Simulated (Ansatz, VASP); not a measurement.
# Two plane-wave programs on Ge

File INCAR:

```
SYSTEM = Ge
PREC     = Accurate       ! precision mode
ENCUT    = 520            ! plane-wave cutoff, eV
EDIFF    = 1E-6           ! SCF threshold, eV
ISMEAR   = 0              ! smearing method
SIGMA    = 0.1            ! smearing width, eV
LREAL    = .FALSE.        ! projectors in reciprocal space
LASPH    = .TRUE.         ! aspherical terms in the spheres
NELM     = 80             ! most SCF steps
ALGO     = Normal         ! electronic algorithm
ISIF     = 2              ! what is computed and relaxed
LWAVE    = .FALSE.        ! write WAVECAR
LCHARG   = .TRUE.         ! write CHGCAR
LDIPOL   = .TRUE.       
IDIPOL   = 3            
DIPOL    = 0.5 0.5 0.500
LELF     = .TRUE.         ! ELF
LVHAR    = .TRUE.       
LVACPOTAV= .TRUE.       
NBANDS   = 21             ! bands
```

KPOINTS

```
Automatic mesh
0
G
  12 12 1
  0 0 0
```

POSCAR

```
Ge
1.0
    4.0850000000      0.0000000000      0.0000000000
   -2.0425000000      3.5377137745      0.0000000000
    0.0000000000      0.0000000000     28.0000000000
Ge
2
Direct
    0.3333333333      0.6666666667      0.5101964286
    0.6666666667      0.3333333333      0.4898035714
```

Input for Ansatz:

```yaml
crystal:
  lattice:
    - [4.085, 0.0, 0.0]
    - [-2.0425, 3.5377137745, 0.0]
    - [0.0, 0.0, 28.0]
  atoms:
    - { symbol: Ge, position: [0.3333333333, 0.6666666667, 0.5101964286] }
    - { symbol: Ge, position: [0.6666666667, 0.3333333333, 0.4898035714] }
  periodic: [true, true, false]
basis:
  ecutwfc: 420
kpoints:
  mp_grid: { grid: [12, 12, 1] }
hamiltonian:
  xc: lda
  pseudopotentials: { kind: paw, azcp: { folder: soft_1 } }
scf:
  occupations: { method: gaussian, width: 0.1 }
output:
  forces: true
  stress: true
  eigenvalues: true
```

Alike in both runs: task single point; functional LDA; k mesh 12 × 12 × 1; occupations gaussian, width 0.1 eV; no spin polarisation.

|  | VASP | Ansatz |
| --- | --- | --- |
| version | VASP 6.6.1 | Ansatz 0.2.0 |
| potentials or method | VASP PAW LDA potentials, release 64 (Ge_d), cutoff 520 eV | scalar-relativistic, plane waves, PAW |
| valence electrons in the cell | 28 | 28 |

|  | VASP | Ansatz | Ansatz less VASP |
| --- | --- | --- | --- |
| gap on the k mesh at the Fermi level (eV) | none | none | - |
| rms of the force components (eV/Å) | 0.026 | 0.023 | -0.0030 |
| work function, face that differs most (eV) | 4.75 | 4.74 | -0.009 |

Ansatz warns that its potentials were made for another functional, while VASP's fit it. LDA's correlation is that of Perdew and Zunger in VASP and of Perdew and Wang (1992) in Ansatz. Atom by atom the forces differ by 0.003 eV/Å (rms over components). A gap of «none» marks a metal or a gap that the smearing closes.
